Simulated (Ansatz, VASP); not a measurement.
## Al in VASP and in Ansatz

The input INCAR:

```
SYSTEM = Al
PREC = Accurate ; ENCUT = 520
EDIFF = 1E-6 ; ISMEAR = 0
SIGMA = 0.15 ; LREAL = .False.
LASPH = .True. ; NELM = 60
ALGO = Fast ; ISIF = 2
LWAVE = .False. ; LCHARG = .False.
GGA = PS ; NBANDS = 14
KPAR = 4
```

KPOINTS

```
regular mesh
0
Gamma
  22 22 22
  0 0 0
```

File POSCAR:

```
Al
1.0
   -2.8500701807      0.0000000000      0.0000000000
    0.0000000000      4.9364663581      0.0000000000
    1.4250350903     -2.4682331791     -4.6373162797
Al
4
Direct
    0.0877847700      0.8131528897      0.2500000000
    0.5877847700      0.3131528897      0.2500000000
    0.9122152300      0.1868471103      0.7500000000
    0.4122152300      0.6868471103      0.7500000000
```

Input for Ansatz:

```yaml
crystal:
  lattice:
    - [-2.8500701807, 0.0, 0.0]
    - [0.0, 4.9364663581, 0.0]
    - [1.4250350903, -2.4682331791, -4.6373162797]
  atoms:
    - { symbol: Al, position: [0.08778477, 0.8131528897, 0.25] }
    - { symbol: Al, position: [0.58778477, 0.3131528897, 0.25] }
    - { symbol: Al, position: [0.91221523, 0.1868471103, 0.75] }
    - { symbol: Al, position: [0.41221523, 0.6868471103, 0.75] }
basis:
  ecutwfc: 420
kpoints:
  mp_grid: { grid: [22, 22, 22] }
hamiltonian:
  xc: pbesol
scf:
  occupations: { method: gaussian, width: 0.15 }
output:
  forces: true
  stress: true
  eigenvalues: true
```

Change from the starting cell: mode 4 (150.0 1/cm) frozen in, largest displacement -0.150 Å.

Alike in both runs: task single point; functional PBEsol; k mesh 22 × 22 × 22; occupations gaussian, width 0.15 eV; no spin polarisation.

```csv
,VASP,Ansatz
version,VASP 6.6.1,Ansatz 0.2.0
potentials or method,"VASP PAW PBE potentials, release 64 (Al), cutoff 520 eV","scalar-relativistic, plane waves, PAW"
valence electrons in the cell,12,12
```

|  | VASP | Ansatz | Ansatz less VASP |
| --- | --- | --- | --- |
| gap on the k mesh at the Fermi level (eV) | none | none | - |
| pressure (GPa) | 1.0 | 0.9 | -0.07 |
| traceless stress, the component that is largest in VASP (GPa) | 2.11 | 2.09 | -0.012 |
| rms of the force components (eV/Å) | 0.234 | 0.233 | -0.0012 |

VASP's potentials were made for PBE, not for PBEsol. Atom by atom the forces differ by 0.001 eV/Å (rms over components). A gap of «none» marks a metal or a gap that the smearing closes.
